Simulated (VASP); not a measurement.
Crystal: CdTe.

```
Te Cd
1.0
     0.00000    3.24718    3.24718
     3.24718    0.00000    3.24718
     3.24718    3.24718    0.00000
Te Cd
1 1
Direct
  0.75000 0.75000 0.75000
  0.00000 0.00000 0.00000
```

Base run:

```yaml
Program: VASP 6.6.1
Functional: PBE
Dispersion: D3(BJ)
Potentials_or_basis: VASP PAW PBE potentials, release 64 (Te, Cd)
Cutoff: 520 eV
k_mesh: 7 × 7 × 7
Occupations: fermi-dirac, width 0.05 eV
Spin: no spin polarisation
```

Its results: band gap on the k mesh 0.75 eV; pressure 0.6 GPa.

Question: The run is repeated on the same cell with these changes: functional from PBE to BLYP; dispersion from D3(BJ) to none. What comes out?

Answer: Band gap on the k mesh 0.69 eV; pressure 5.0 GPa.

Several settings changed at once.

Caveats: spin-orbit coupling is left out, which moves the levels of the heavy elements; the cell stands under pressure (at least some runs); the PAW data sets were made with another functional, which shifts forces and pressure a little (at least some runs).

